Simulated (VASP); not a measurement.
# SbMo (anti NiAs type) (P6_3/mmc) in VASP: single point with PBEsol

Aim: the single point of SbMo (anti NiAs type) with PBEsol.

Program: VASP 6.6.1. These are calculated values, not measurements. Logs are shortened: lines on timing, memory, paths and dates and some standing lists are left out, and cuts for length are marked.

### Step 1. The cell of the first run

Symmetry: P6_3/mmc, No. 194, hexagonal system. The conventional cell has a = 2.837 Å, b = 2.837 Å, c = 7.890 Å, α = 90.00°, β = 90.00°, γ = 120.00°. Sb (site symmetry -3m) has 6 Mo at 2.56 Å and 6 Sb at 2.84 Å within 3.4 Å. Mo (site symmetry -6m2) has 6 Sb at 2.56 Å and 6 Mo at 2.84 Å within 3.4 Å.

### Step 2. Single point, PBEsol

Input file INCAR:

```
ALGO = Normal
EDIFF = 1E-6
ENCUT = 500
GGA = PS
GGA_COMPAT = F
ISIF = 2
ISMEAR = -1
LASPH = T
LCHARG = T
LELF = T
LREAL = F
LVHAR = T
LWAVE = F
NBANDS = 37
NELM = 120
PREC = Accurate
SIGMA = 0.08
```

Input file KPOINTS:

```
k-points
0
Gamma
  10 10 6
```

Input file POSCAR:

```
SbMo
1.0
    2.8373370602      0.0000000000      0.0000000000
   -1.4186685301      2.4572059732      0.0000000000
    0.0000000000      0.0000000000      7.8900575280
Sb Mo
2 2
Direct
    0.0000000000      0.0000000000      0.0000000000
    0.0000000000      0.0000000000      0.5000000000
    0.3333333333      0.6666666667      0.2500000000
    0.6666666667      0.3333333333      0.7500000000
```

Potentials or basis: VASP PAW PBE potentials, release 64 (Sb_d_GW, Mo_sv).

On the command line:

```
> cat potpaw_PBE.64/Sb_d_GW/POTCAR potpaw_PBE.64/Mo_sv/POTCAR > POTCAR
> mpirun -np 1 vasp_std > vasp.out
```

OUTCAR:

```text
EDIFF = 1E-6
   ENCUT = 500
   GGA = PS
   ISIF = 2
   ISMEAR = -1
   LASPH = T
   LREAL = F
   NELM = 120
   PREC = Accurate

 ion  position               nearest neighbor table
   1  0.000  0.000  0.000-   3 2.56   4 2.56   3 2.56   4 2.56   4 2.56   3 2.56
   2  0.000  0.000  0.500-   3 2.56   4 2.56   3 2.56   4 2.56   4 2.56   3 2.56
   3  0.333  0.667  0.250-   1 2.56   2 2.56   1 2.56   2 2.56   1 2.56   2 2.56
   4  0.667  0.333  0.750-   1 2.56   2 2.56   1 2.56   2 2.56   1 2.56   2 2.56

  LATTYP: Found a hexagonal cell.
 ALAT       =     2.8373370602
 C/A-ratio  =     2.7807966980

  Lattice vectors:

 A1 = (   2.8373370602,   0.0000000000,   0.0000000000)
 A2 = (  -1.4186685301,   2.4572059732,   0.0000000000)
 A3 = (   0.0000000000,   0.0000000000,   7.8900575280)

Analysis of symmetry for initial positions (statically):
=====================================================================
 Subroutine PRICEL returns:
 Original cell was already a primitive cell.

 Routine SETGRP: Setting up the symmetry group for a
 hexagonal supercell.

 Subroutine GETGRP returns: Found 24 space group operations
 (whereof 12 operations were pure point group operations)
 out of a pool of 24 trial point group operations.

The static configuration has the point symmetry D_3d.
 The point group associated with its full space group is D_6h.

Analysis of symmetry for dynamics (positions and initial velocities):
=====================================================================
 Subroutine PRICEL returns:
 Original cell was already a primitive cell.

 Routine SETGRP: Setting up the symmetry group for a
 hexagonal supercell.

 Subroutine GETGRP returns: Found 24 space group operations
 (whereof 12 operations were pure point group operations)
 out of a pool of 24 trial point group operations.

The dynamic configuration has the point symmetry D_3d.
 The point group associated with its full space group is D_6h.

 Subroutine INISYM returns: Found 24 space group operations
 (whereof 12 operations are pure point group operations),
 and found     1 'primitive' translations

----------------------------------------------------------------------------------------

                                     Primitive cell

  volume of cell :      55.0089

[... 82 lines left out ...]
 SYSTEM =  unknown system
   PREC   = accura    normal or accurate (medium, high low for compatibility)
   ISTART =      0    job   : 0-new  1-cont  2-samecut
   ICHARG =      2    charge: 1-file 2-atom 10-const
   ISPIN  =      1    spin polarized calculation?
   LNONCOLLINEAR =      F non collinear calculations
   LSORBIT =      F    spin-orbit coupling
   LASPH  =      T    aspherical Exc in radial PAW
   ENCUT  =  500.0 eV  36.75 Ry    6.06 a.u.   5.17  5.17 14.39*2*pi/ulx,y,z
   NELM   =    120;   NELMIN=  2; NELMDL= -5     # of ELM steps
   EDIFF  = 0.1E-05   stopping-criterion for ELM
   LREAL  =      F    real-space projection
   EDIFFG = 0.1E-04   stopping-criterion for IOM
   NSW    =      0    number of steps for IOM
   IBRION =     -1    ionic relax: 0-MD 1-quasi-New 2-CG
   NFREE  =      0    steps in history (QN), initial steepest desc. (CG)
   ISIF   =      2    stress and relaxation
   ISYM   =      2    0-nonsym 1-usesym 2-fastsym
   POTIM  = 0.5000    time-step for ionic-motion
   TEBEG  =    0.0;   TEEND  =   0.0 temperature during run
   PSTRESS=    0.0 pullay stress
   NELECT =      58.0000    total number of electrons
   NUPDOWN=      -1.0000    fix difference up-down
   EMIN   =  10.00;   EMAX   =-10.00  energy-range for DOS
   EFERMI =   0.00;   METHOD = LEGACY
   ISMEAR =    -1;   SIGMA  =   0.08  broadening in eV -4-tet -1-fermi 0-gaus
   EFERMI_NEDOS =   21; number of points for ismear=-14 and -15
   IALGO  =     38    algorithm
   IMIX   =      4    mixing-type and parameters
     AMIX     =   0.40;   BMIX     =  1.00
     AMIX_MAG =   1.60;   BMIX_MAG =  1.00
  volume/ion in A,a.u.               =      13.75        92.80
  Fermi-wavevector in a.u.,A,eV,Ry     =   1.666249  3.148754 37.775028  2.776386
  Thomas-Fermi vector in A             =   2.752478
   LORBIT       =      0    0 simple, 1 ext, 2 COOP (PROOUT), +10 PAW based schemes
   GGA     = PS    functional components
   LHFCALC =     F    Hartree Fock is set to
   AEXX    =    0.0000 exact exchange contribution
   IVDW    =     0    specifies the selected vdW correction
   LEPSILON=     F    determine dielectric tensor
   LRPA    =     F    only Hartree local field effects (RPA)
 non-spin polarized calculation
  energy-cutoff  :      500.00
  volume of cell :       55.01
 maximum number of plane-waves:      1415
 NGX is ok and might be reduce to    24
   NGX = 11   NGY = 11   NGZ = 29

 number of electron      58.0000002 magnetization

 Free energy of the ion-electron system (eV)
  ---------------------------------------------------
  ext. energy  EPLUGINS =         0.00000000
  ---------------------------------------------------
  free energy    TOTEN  =       -27.10952921 eV

  energy without entropy =      -27.05739721  energy(sigma->0) =      -27.08346321

 E-fermi :  14.9737     XC(G=0): -14.2887

 val. band max:       14.9401322154   @ k =   0.2000   0.0000   0.5000
 cond. band min:      15.0012450470   @ k =   0.3000   0.0000   0.1667
 fundamental gap:      0.0611128316
 Fermi energy:        14.9736821475

 k-point     1 :       0.0000    0.0000    0.0000
  band No.  band energies     occupation
      1     -45.5126      2.00000
      2     -45.5093      2.00000
      3     -20.1193      2.00000
      4     -20.0171      2.00000
      5     -19.2279      2.00000
      6     -19.2279      2.00000
[... 949 lines left out ...]
     36      21.0913      0.00000
     37      22.9780      0.00000

 [... further k-points ...]
[... 5 lines left out ...]
  --------------------------------------------------------------------------------------
  -------------------------------------------------------------------------------------
  Total       32.1705624     32.1705624     32.2858973      0.0000000     -0.0000000      0.0000000
  in kB      936.9934878    936.9934877    940.3527104      0.0000000     -0.0000000      0.0000000
  external PRESSURE =     938.1132286 kB  Pullay stress =       0.0000000 kB

 VOLUME and BASIS-vectors are now :
 -----------------------------------------------------------------------------
  energy-cutoff  :      500.00
  volume of cell :       55.01
      direct lattice vectors                 reciprocal lattice vectors
     2.837337060  0.000000000  0.000000000     0.352443146  0.203483145  0.000000000
    -1.418668530  2.457205973  0.000000000     0.000000000  0.406966291  0.000000000
     0.000000000  0.000000000  7.890057528     0.000000000  0.000000000  0.126741788

 POSITION                                       TOTAL-FORCE (eV/Angst)
 -----------------------------------------------------------------------------------
      0.00000      0.00000      0.00000        -0.000000      0.000000      0.000000
      0.00000      0.00000      3.94503        -0.000000      0.000000      0.000000
     -0.00000      1.63814      1.97251        -0.000000      0.000000      0.000000
      1.41867      0.81907      5.91754         0.000000     -0.000000     -0.000000
 -----------------------------------------------------------------------------------
    total drift:                               -0.000000      0.000000      0.000000

  FREE ENERGIE OF THE ION-ELECTRON SYSTEM (eV)
  ---------------------------------------------------
  free  energy   TOTEN  =       -27.1095292056 eV

  energy  without entropy=      -27.0573972133  energy(sigma->0) =      -27.08346321
```

Wall time 82 s (1 thread of Intel Xeon Platinum 8488C (Sapphire Rapids), shared host); peak memory 0.25 GiB.

What came out:

```
Free energy            : -27.1095 eV
Pressure               : 93.8 GPa
Band gap on the k mesh : zero (bands 29 and 30 overlap by 2.05 eV)
```

Caveat: the cell stands under pressure; the PAW data sets were made with another functional, which shifts forces and pressure a little; spin-orbit coupling is left out, which moves the levels of the heavy elements.

The gap in the log of VASP goes by the Fermi energy; the results here count the filled bands.